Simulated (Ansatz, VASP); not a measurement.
# NaF in VASP and in Ansatz

```
CELL_PARAMETERS angstrom
4.09280 0.00000 0.00000
-2.04640 3.54447 0.00000
0.00000 0.00000 4.46945
ATOMIC_POSITIONS crystal
Na 0.33333 0.66667 0.93750
Na 0.66667 0.33333 0.43750
F 0.33333 0.66667 0.43750
F 0.66667 0.33333 0.93750
```

Change from the starting cell: epitaxial_xy strain +5.8%.

Alike in both runs: task single point; functional PBE; k mesh 12 × 12 × 6; occupations fermi-dirac, width 0.02 eV; no spin polarisation.

|  | VASP | Ansatz |
| --- | --- | --- |
| version | VASP 6.6.1 | Ansatz 0.2.0 |
| potentials or method | VASP PAW PBE potentials, release 64 (Na_pv, F) | plane waves, PAW |
| plane-wave cutoff (eV) | 520 | 420 |
| valence electrons in the cell | 28 | 32 |

VASP gave:

```
gap on the k mesh at the Fermi level (eV)                     : 5.41
pressure (GPa)                                                : -0.4
traceless stress, the component that is largest in VASP (GPa) : 3.08
```

Estimate Ansatz's values.

gap on the k mesh at the Fermi level (eV): 5.42; pressure (GPa): -0.4; traceless stress, the component that is largest in VASP (GPa): 2.97.

With one functional, cell and mesh, what is left measures potentials, basis and numerics. VASP's potentials hold 28 valence electrons a cell and Ansatz's 32, so a difference there can come from the potentials and not from the codes.
